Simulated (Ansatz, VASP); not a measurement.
## Tl: VASP beside Ansatz

Contents of INCAR:

```
PREC     = Accurate       # precision mode
ENCUT    = 600            # plane-wave cutoff, eV
EDIFF    = 1E-6           # SCF threshold, eV
ISMEAR   = 0              # smearing method
SIGMA    = 0.1            # smearing width, eV
LREAL    = False          # projectors in reciprocal space
LASPH    = True           # aspherical terms in the spheres
NELM     = 100            # most SCF steps
ALGO     = Normal         # electronic algorithm
ISIF     = 3              # what is computed and relaxed
LWAVE    = False          # write WAVECAR
LCHARG   = False          # write CHGCAR
GGA      = PE             # functional
IBRION   = 2              # ionic algorithm
NSW      = 100            # ionic steps
EDIFFG   = -0.01          # ionic threshold
```

The input KPOINTS:

```
Automatic mesh
0
Gamma
  20 20 20
```

The input POSCAR:

```
Tl
1.0
   -1.8599069472      1.9247224611      2.1799614189
    1.8599069472     -1.9247224611      2.1799614189
    1.8599069472      1.9247224611     -2.1799614189
Tl
1
Direct
    0.5000000000      0.5000000000      0.0000000000
```

Input for Ansatz:

```yaml
crystal:
  lattice:
    - [-1.8599069472, 1.9247224611, 2.1799614189]
    - [1.8599069472, -1.9247224611, 2.1799614189]
    - [1.8599069472, 1.9247224611, -2.1799614189]
  atoms:
    - { symbol: Tl, position: [0.5, 0.5, 0.0] }
basis:
  ecutwfc: 420
kpoints:
  mp_grid: { grid: [20, 20, 20] }
hamiltonian:
  xc: pbe
scf:
  occupations: { method: gaussian, width: 0.1 }
output:
  forces: true
  stress: true
  eigenvalues: true
relax:
  adjacent_minimum: "off"
  f_tol: 0.01
  max_steps: 80
  cell: { stress_tol: 0.05 }
```

Alike in both runs: task relaxation of cell and atoms; functional PBE; k mesh 20 × 20 × 20; occupations gaussian, width 0.1 eV; no spin polarisation.

|  | VASP | Ansatz |
| --- | --- | --- |
| version | VASP 6.6.1 | Ansatz 0.2.0 |
| potentials or method | VASP PAW PBE potentials, release 64 (Tl_d), cutoff 600 eV | scalar-relativistic, plane waves, PAW |
| valence electrons in the cell | 13 | 13 |

```tsv
	VASP	Ansatz	Ansatz less VASP
gap on the k mesh at the Fermi level, each at its own relaxed structure (eV)	none	none	-
relaxed volume (Å³/atom)	31.35	31.41	+0.068
relaxed length of the cell vector where the two differ most in proportion (Å)	3.441	3.443	+0.0022
```

A gap of «none» marks a metal or a gap that the smearing closes.

Spin-orbit coupling is off throughout.
